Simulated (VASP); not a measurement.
# GaN (F-43m) in VASP: further runs

The runs below take GaN through single point, with HSE06, r2SCANh.

Everything below comes from runs of VASP 6.6.1. Logs are shortened: lines on timing, memory, paths and dates and some standing lists are left out, and cuts for length are marked.

## (1) The cell of the first run

Symmetry: F-43m, No. 216, cubic system. The conventional cell has a = 4.498 Å, b = 4.498 Å, c = 4.498 Å, α = 90.00°, β = 90.00°, γ = 90.00°. Within 2.6 Å of Ga (site symmetry -43m) lie 4 N at 1.95 Å. Within 2.6 Å of N (site symmetry -43m) lie 4 Ga at 1.95 Å.

## (2) Single point, HSE06

POSCAR reads:

```
GaN
1.0
    0.0000000000      2.2489526313      2.2489526313
    2.2489526313      0.0000000000      2.2489526313
    2.2489526313      2.2489526313      0.0000000000
Ga N
1 1
Direct
    0.0000000000      0.0000000000      0.0000000000
    0.7500000000      0.7500000000      0.7500000000
```

INCAR.step1 reads:

```
PREC = Accurate ; ENCUT = 520
EDIFF = 1E-5 ; ISMEAR = -1
SIGMA = 0.02 ; LREAL = False
LASPH = True ; NELM = 60
ALGO = Normal ; ISIF = 2
LWAVE = True ; LCHARG = False
GGA = PE ; NBANDS = 16
```

INCAR.step2 reads:

```
PREC = Accurate ; ENCUT = 520
EDIFF = 1E-6 ; ISMEAR = -1
SIGMA = 0.02 ; LREAL = False
LASPH = True ; NELM = 60
ALGO = Normal ; ISIF = 2
LWAVE = False ; LCHARG = False
GGA = PE ; LHFCALC = True
HFSCREEN = 0.2079 ; PRECFOCK = Normal
ISTART = 1 ; NBANDS = 16
```

KPOINTS reads:

```
regular mesh
0
Gamma
  6 6 6
```

Potentials or basis: VASP PAW PBE potentials, release 64 (Ga_d, N).

Started as:

```
$ cat potpaw_PBE.64/Ga_d/POTCAR potpaw_PBE.64/N/POTCAR > POTCAR
$ cp INCAR.step1 INCAR
$ mpirun -np 1 vasp_std > vasp.out
$ cp INCAR.step2 INCAR
$ mpirun -np 1 vasp_std > vasp.out
```

OUTCAR:

```text
PREC = Accurate
   ENCUT = 520
   EDIFF = 1E-6
   ISMEAR = -1
   LREAL = False
   LASPH = True
   NELM = 60
   ISIF = 2
   GGA = PE
   LHFCALC = True
   HFSCREEN = 0.2079
   PRECFOCK = Normal
   ISTART = 1

 ion  position               nearest neighbor table
   1  0.000  0.000  0.000-   2 1.95   2 1.95   2 1.95   2 1.95
   2  0.750  0.750  0.750-   1 1.95   1 1.95   1 1.95   1 1.95

  LATTYP: Found a face centered cubic cell.
 ALAT       =     4.4979052626

  Lattice vectors:

 A1 = (   0.0000000000,   2.2489526313,   2.2489526313)
 A2 = (   2.2489526313,   0.0000000000,   2.2489526313)
 A3 = (   2.2489526313,   2.2489526313,   0.0000000000)

Analysis of symmetry for initial positions (statically):
=====================================================================
 Subroutine PRICEL returns:
 Original cell was already a primitive cell.

 Routine SETGRP: Setting up the symmetry group for a
 face centered cubic supercell.

 Subroutine GETGRP returns: Found 24 space group operations
 (whereof 24 operations were pure point group operations)
 out of a pool of 48 trial point group operations.

The static configuration has the point symmetry T_d .

Analysis of symmetry for dynamics (positions and initial velocities):
=====================================================================
 Subroutine PRICEL returns:
 Original cell was already a primitive cell.

 Routine SETGRP: Setting up the symmetry group for a
 face centered cubic supercell.

 Subroutine GETGRP returns: Found 24 space group operations
 (whereof 24 operations were pure point group operations)
 out of a pool of 48 trial point group operations.

The dynamic configuration has the point symmetry T_d .

 Subroutine INISYM returns: Found 24 space group operations
 (whereof 24 operations are pure point group operations),
 and found     1 'primitive' translations

----------------------------------------------------------------------------------------

                                     Primitive cell
[... 80 lines left out ...]
   ENCUT  =  520.0 eV  38.22 Ry    6.18 a.u.   5.91  5.91  5.91*2*pi/ulx,y,z
   NELM   =     60;   NELMIN=  2; NELMDL=  0     # of ELM steps
   EDIFF  = 0.1E-05   stopping-criterion for ELM
   LREAL  =      F    real-space projection
   EDIFFG = 0.1E-04   stopping-criterion for IOM
   NSW    =      0    number of steps for IOM
   IBRION =     -1    ionic relax: 0-MD 1-quasi-New 2-CG
   NFREE  =      0    steps in history (QN), initial steepest desc. (CG)
   ISIF   =      2    stress and relaxation
   ISYM   =      3    0-nonsym 1-usesym 2-fastsym
   POTIM  = 0.5000    time-step for ionic-motion
   TEBEG  =    0.0;   TEEND  =   0.0 temperature during run
   PSTRESS=    0.0 pullay stress
   NELECT =      18.0000    total number of electrons
   NUPDOWN=      -1.0000    fix difference up-down
   EMIN   =  10.00;   EMAX   =-10.00  energy-range for DOS
   EFERMI =   0.00;   METHOD = LEGACY
   ISMEAR =    -1;   SIGMA  =   0.02  broadening in eV -4-tet -1-fermi 0-gaus
   EFERMI_NEDOS =   21; number of points for ismear=-14 and -15
   IALGO  =     38    algorithm
   IMIX   =      1    mixing-type and parameters
     AMIX     =   0.40;   BMIX     =  1.00
     AMIX_MAG =   1.60;   BMIX_MAG =  1.00
  volume/ion in A,a.u.               =      11.37        76.76
  Fermi-wavevector in a.u.,A,eV,Ry     =   1.514173  2.861371 31.194328  2.292718
  Thomas-Fermi vector in A             =   2.623866
   LORBIT       =      0    0 simple, 1 ext, 2 COOP (PROOUT), +10 PAW based schemes
   GGA     = PE    functional components
   LHFCALC =     T    Hartree Fock is set to
   PRECFOCK=normal    Normal, Fast or Accurate (Low or Medium for compatibility)
   ENCUT4O =  -1.0   cutoff for four orbital integrals eV
   NKREDX  =     1    reduce k-point grid by
   NKREDY  =     1    reduce k-point grid by
   NKREDZ  =     1    reduce k-point grid by
   AEXX    =    0.2500 exact exchange contribution
   HFSCREEN=    0.2079 screening length (either q_TF or 0.3 A-1)
   HFSCREENC=   0.2079 screening length for correlation (either q_TF or 0.3 A-1)
   ENCUTFOCK=  -1.0 apply spherical cutoff to Coloumb kernel
   IVDW    =     0    specifies the selected vdW correction
   LEPSILON=     F    determine dielectric tensor
   LRPA    =     F    only Hartree local field effects (RPA)
 non-spin polarized calculation
  energy-cutoff  :      520.00
  volume of cell :       22.75
 maximum number of plane-waves:       624
  NGX = 18; NGY = 18; NGZ = 18

 number of electron      18.0000009 magnetization

 Free energy of the ion-electron system (eV)
  ---------------------------------------------------
  ext. energy  EPLUGINS =         0.00000000
  ---------------------------------------------------
  free energy    TOTEN  =       -14.73833445 eV

  energy without entropy =      -14.73833445  energy(sigma->0) =      -14.73833445

 E-fermi :   5.0132     XC(G=0):  -9.5875

 val. band max:        4.5235983901   @ k =   0.0000   0.0000   0.0000
 cond. band min:       7.5453262645   @ k =   0.0000   0.0000   0.0000
 fundamental gap:      3.0217278744
 Fermi energy:         5.0132170531

 k-point     1 :       0.0000    0.0000    0.0000
  band No.  band energies     occupation
      1     -12.9682      2.00000
      2     -11.0497      2.00000
      3     -11.0497      2.00000
      4     -11.0497      2.00000
      5     -10.7278      2.00000
      6     -10.7278      2.00000
[... 281 lines left out ...]
      3     -10.8560      2.00000
      4     -10.7494      2.00000
      5     -10.6919      2.00000
      6      -8.3280      2.00000
[... 8 lines left out ...]
     15      27.0269      0.00000
     16      29.7476      0.00000

------------------------ aborting loop because EDIFF is reached ----------------------------------------

  FORCE on cell =-STRESS in cart. coord.  units (eV):
  Direction    XX          YY          ZZ          XY          YZ          ZX
  --------------------------------------------------------------------------------------
  -------------------------------------------------------------------------------------
  Total       -0.0118683     -0.0118683     -0.0118683      0.0000000      0.0000000      0.0000000
  in kB       -0.8358490     -0.8358490     -0.8358490      0.0000000      0.0000000      0.0000000
  external PRESSURE =      -0.8358490 kB  Pullay stress =       0.0000000 kB

 VOLUME and BASIS-vectors are now :
 -----------------------------------------------------------------------------
  energy-cutoff  :      520.00
  volume of cell :       22.75
      direct lattice vectors                 reciprocal lattice vectors
     0.000000000  2.248952631  2.248952631    -0.222325714  0.222325714  0.222325714
     2.248952631  0.000000000  2.248952631     0.222325714 -0.222325714  0.222325714
     2.248952631  2.248952631  0.000000000     0.222325714  0.222325714 -0.222325714

 POSITION                                       TOTAL-FORCE (eV/Angst)
 -----------------------------------------------------------------------------------
      0.00000      0.00000      0.00000        -0.000000      0.000000     -0.000000
      3.37343      3.37343      3.37343         0.000000     -0.000000      0.000000
 -----------------------------------------------------------------------------------
    total drift:                                0.000018      0.000019      0.000013

  FREE ENERGIE OF THE ION-ELECTRON SYSTEM (eV)
  ---------------------------------------------------
  free  energy   TOTEN  =       -14.7383344516 eV

  energy  without entropy=      -14.7383344516  energy(sigma->0) =      -14.73833445
```

OUTCAR.step1:

```text
PREC = Accurate
   ENCUT = 520
   EDIFF = 1E-5
   ISMEAR = -1
   LREAL = False
[... 514 lines left out ...]
      0.00000      0.00000      0.00000         0.000000      0.000000      0.000000
      3.37343      3.37343      3.37343        -0.000000     -0.000000     -0.000000
 -----------------------------------------------------------------------------------
    total drift:                               -0.000001     -0.000001     -0.000001

  FREE ENERGIE OF THE ION-ELECTRON SYSTEM (eV)
  ---------------------------------------------------
  free  energy   TOTEN  =       -12.1337828077 eV

  energy  without entropy=      -12.1337828077  energy(sigma->0) =      -12.13378281
```

OSZICAR.step1:

```text
N       E                     dE             d eps       ncg     rms          rms(c)
DAV:   1     0.846330708941E+02    0.84633E+02   -0.91178E+03   584   0.199E+03
DAV:   2    -0.804828767322E+01   -0.92681E+02   -0.84559E+02   552   0.327E+02
DAV:   3    -0.140827198939E+02   -0.60344E+01   -0.60063E+01   640   0.714E+01
DAV:   4    -0.141470503700E+02   -0.64330E-01   -0.64321E-01   608   0.802E+00
DAV:   5    -0.141479095629E+02   -0.85919E-03   -0.85919E-03   616   0.839E-01    0.774E+00
DAV:   6    -0.121326196421E+02    0.20153E+01   -0.49269E+00   768   0.399E+01    0.268E+00
DAV:   7    -0.121412881023E+02   -0.86685E-02   -0.31866E-01   568   0.652E+00    0.177E+00
DAV:   8    -0.121374605553E+02    0.38275E-02   -0.55240E-02   624   0.323E+00    0.765E-01
DAV:   9    -0.121335322706E+02    0.39283E-02   -0.13875E-02   744   0.273E+00    0.194E-01
DAV:  10    -0.121338735955E+02   -0.34132E-03   -0.15275E-03   624   0.556E-01    0.940E-02
DAV:  11    -0.121337777226E+02    0.95873E-04   -0.27771E-04   728   0.249E-01    0.952E-03
DAV:  12    -0.121337828077E+02   -0.50851E-05   -0.30094E-05   592   0.508E-02
   1 F= -.12133783E+02 E0= -.12133783E+02  d E =-.895313E-12
```

Run time: 39 min. Hardware: 1 thread of Intel Xeon 8259CL, shared host; peak memory 0.26 GiB.

Results:

| Property | Result |
| --- | --- |
| Free energy | -14.7383 eV |
| Pressure | -0.1 GPa |
| Band gap on the k mesh | 3.02 eV |

Caveat: the PAW data sets were made with another functional, which shifts forces and pressure a little.

## (3) Single point, r2SCANh

POSCAR is that of step 2.

INCAR.step1 reads:

```
SYSTEM = GaN
ALGO     = Normal         ! electronic algorithm
EDIFF    = 1E-5           ! SCF threshold, eV
ENCUT    = 520            ! plane-wave cutoff, eV
GGA      = PE             ! functional
ISIF     = 2              ! what is computed and relaxed
ISMEAR   = 0              ! smearing method
LASPH    = .True.         ! aspherical terms in the spheres
LCHARG   = .False.        ! write CHGCAR
LREAL    = .False.        ! projectors in reciprocal space
LWAVE    = .True.         ! write WAVECAR
NBANDS   = 16             ! bands
NELM     = 60             ! most SCF steps
PREC     = Accurate       ! precision mode
SIGMA    = 0.01           ! smearing width, eV
```

INCAR.step2 reads:

```
SYSTEM = GaN
AEXX     = 0.1            ! exact-exchange fraction
ALGO     = Normal         ! electronic algorithm
EDIFF    = 1E-6           ! SCF threshold, eV
ENCUT    = 520            ! plane-wave cutoff, eV
ISIF     = 2              ! what is computed and relaxed
ISMEAR   = 0              ! smearing method
ISTART   = 1            
LASPH    = .True.         ! aspherical terms in the spheres
LCHARG   = .False.        ! write CHGCAR
LHFCALC  = .True.         ! exact exchange
LMIXTAU  = .True.       
LREAL    = .False.        ! projectors in reciprocal space
LWAVE    = .False.        ! write WAVECAR
METAGGA  = R2SCAN         ! meta-GGA
NBANDS   = 16             ! bands
NELM     = 60             ! most SCF steps
PREC     = Accurate       ! precision mode
PRECFOCK = Normal       
SIGMA    = 0.01           ! smearing width, eV
```

KPOINTS reads:

```
k-points
0
Gamma
  6 6 6
  0 0 0
```

Potentials or basis: VASP PAW PBE potentials, release 64 (Ga_d, N).

Started as:

```
$ cat potpaw_PBE.64/Ga_d/POTCAR potpaw_PBE.64/N/POTCAR > POTCAR
$ cp INCAR.step1 INCAR
$ mpirun -np 1 vasp_std > vasp.out
$ cp INCAR.step2 INCAR
$ mpirun -np 1 vasp_std > vasp.out
```

It took 49 min on 1 thread of Intel Xeon 8259CL, shared host; peak memory 0.16 GiB.

Results (log left out):

```
Free energy            : -22.3675 eV
Pressure               : -0.5 GPa
Band gap on the k mesh : 2.89 eV
```

Levels at points of the mesh, in eV from the valence-band top:
```
           k point  band 6  band 7  band 8  band 9  band 10  band 11  band 12  band 13
(0.00, 0.00, 0.00)  -14.32    0.00    0.00    0.00     2.89    11.90    11.90    11.90
(0.50, 0.00, 0.00)  -13.03   -7.40   -1.03   -1.03     6.00    10.36    11.87    11.87
(0.50, 0.50, 0.00)  -12.59   -6.43   -2.88   -2.88     4.45     8.09    13.56    16.01
```

Caveat: the PAW data sets were made with another functional, which shifts forces and pressure a little.
